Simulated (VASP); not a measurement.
Input of a VASP 6.6.1 run:

INCAR

```
  ALGO = Normal
  EDIFF = 1E-6
  ENCUT = 520
  GGA = PS
  ISIF = 2
  ISMEAR = 0
  LASPH = True
  LCHARG = False
  LREAL = False
  LWAVE = False
  NBANDS = 24
  NELM = 100
  PREC = Accurate
  SIGMA = 0.1
```

File KPOINTS:

```
k-points
0
Gamma
  14 14 14
```

The input POSCAR:

```
AlNi3
1.0
    0.0000000000      2.7701391873      2.7701391873
    2.7701391873      0.0000000000      2.7701391873
    2.7701391873      2.7701391873      0.0000000000
Al Ni
1 3
Direct
    0.5000000000      0.5000000000      0.5000000000
    0.2500000000      0.2500000000      0.2500000000
    0.0000000000      0.0000000000      0.0000000000
    0.7500000000      0.7500000000      0.7500000000
```

Potentials or basis: VASP PAW PBE potentials, release 64 (Al, Ni).

Run with:

```bash
$ cat potpaw_PBE.64/Al/POTCAR potpaw_PBE.64/Ni/POTCAR > POTCAR
$ mpirun -np 1 vasp_std > vasp.out
```

Q: Predict the pressure.

A: 6.6 GPa.

Q: What does it give for the band gap on the k mesh?

A: Zero (an odd number of electrons rules out a gap without spin polarisation).

Caveat: the cell stands under pressure; the PAW data sets were made with another functional, which shifts forces and pressure a little. Spin polarisation is off, so any magnetic state and its effect on volume and gap are missing.
